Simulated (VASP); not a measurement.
GdO: electric field gradients with PBE

The system is GdO.

```
Gd O
1.0
     0.00000    2.69613    2.69613
     2.69613    0.00000    2.69613
     2.69613    2.69613    0.00000
Gd O
1 1
Cartesian
  0.0000 0.0000 0.0000
  4.0442 4.0442 4.0442
```

| Item | Value |
| --- | --- |
| Program | VASP 6.6.1 |
| Task | electric field gradients |
| Functional | PBE |
| Potentials or basis | VASP PAW PBE potentials, release 64 (Gd, O) |
| Cutoff | 520 eV |
| k mesh | 13 × 13 × 13 |
| Occupations | fermi-dirac, width 0.08 eV |
| Spin | collinear spin, ferromagnetic start |
| Starting moments | [7.0, 0.0] μB |
| Dipole correction | no |
| Further INCAR settings | ALGO = Normal; EDIFF = 1e-08; NBANDS = 23 |

```
Pressure                                              : -0.1 GPa
Net moment                                            : 7.54 μB per cell
Site moments                                          : Gd +6.86; O -0.02 μB
Largest electric field gradient by atom               : under 0.05 V/Å² on every atom
Valence electrons inside the program's atomic spheres : Gd 15.22; O 5.00
```

Levels at points of the mesh, in eV from the Fermi level:
Spin up:
```csv
k point,band 12,band 13,band 14,band 15,band 16,band 17,band 18,band 19,band 20,band 21
"(0.00, 0.00, 0.00)",-4.74,-4.60,-4.60,-4.60,-2.18,2.60,2.60,4.54,4.54,4.54
```
Spin down:
| k point | band 4 | band 5 | band 6 | band 7 | band 8 | band 9 | band 10 | band 11 | band 12 | band 13 |
| --- | --- | --- | --- | --- | --- | --- | --- | --- | --- | --- |
| (0.00, 0.00, 0.00) | -20.46 | -19.44 | -5.59 | -5.59 | -5.59 | -1.42 | 0.46 | 0.46 | 0.46 | 0.66 |

Wall time 2.3 min on 1 thread of AMD EPYC 9R45 96-Core Processor (Zen 5), on a shared host, peak memory 0.24 GiB.

Caveat: spin-orbit coupling is left out, which moves the levels of the heavy elements; a cell with one magnetic atom can't hold antiferromagnetic order, which such compounds often take; semilocal functionals describe open f shells poorly, which spoils levels, moments and volumes. With open d or f shells a metallic result of PBE can be an artefact of self-interaction; +U or a hybrid may open a gap.
